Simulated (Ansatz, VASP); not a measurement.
Two plane-wave programs on K2S

```
K S
1.0
     0.00000    3.73063    3.73063
     3.73063    0.00000    3.73063
     3.73063    3.73063    0.00000
K S
2 1
Direct
  0.25000 0.25000 0.25000
  0.75000 0.75000 0.75000
  0.00000 0.00000 0.00000
```

Alike in both runs: task single point; functional PBE; k mesh 6 × 6 × 6; no spin polarisation.

```csv
,VASP,Ansatz
version,VASP 6.6.1,Ansatz 0.2.0
potentials or method,"VASP PAW PBE potentials, release 64 (K_sv, S)","plane waves, PAW"
plane-wave cutoff (eV),500,420
occupations,"gaussian, width 0.01 eV",fixed
valence electrons in the cell,24,24
```

|  | VASP | Ansatz | Ansatz less VASP |
| --- | --- | --- | --- |
| gap on the k mesh at the Fermi level (eV) | 2.32 | 2.32 | +0.002 |
| pressure (GPa) | 0.0 | 0.0 | -0.03 |
